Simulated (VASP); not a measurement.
RbBr:

```
Rb Br
1.0
     0.00000    3.46105    3.46105
     3.46105    0.00000    3.46105
     3.46105    3.46105    0.00000
Rb Br
1 1
Direct
  0.00000 0.00000 0.00000
  0.50000 0.50000 0.50000
```

Base run:

```yaml
Program: VASP 6.6.1
Functional: HSE06
Potentials_or_basis: VASP PAW PBE potentials, release 64 (Rb_sv, Br)
Cutoff: 520 eV
k_mesh: 4 × 4 × 4
Occupations: gaussian, width 0.01 eV
Spin: no spin polarisation
```

Its results: band gap on the k mesh 5.44 eV, direct; pressure 0.3 GPa.

The run is repeated on the same cell with these changes: functional from HSE06 to PBE0. What comes out?

Band gap on the k mesh 6.17 eV, direct; pressure 0.3 GPa.

Caveats: the PAW data sets were made with another functional, which shifts forces and pressure a little.

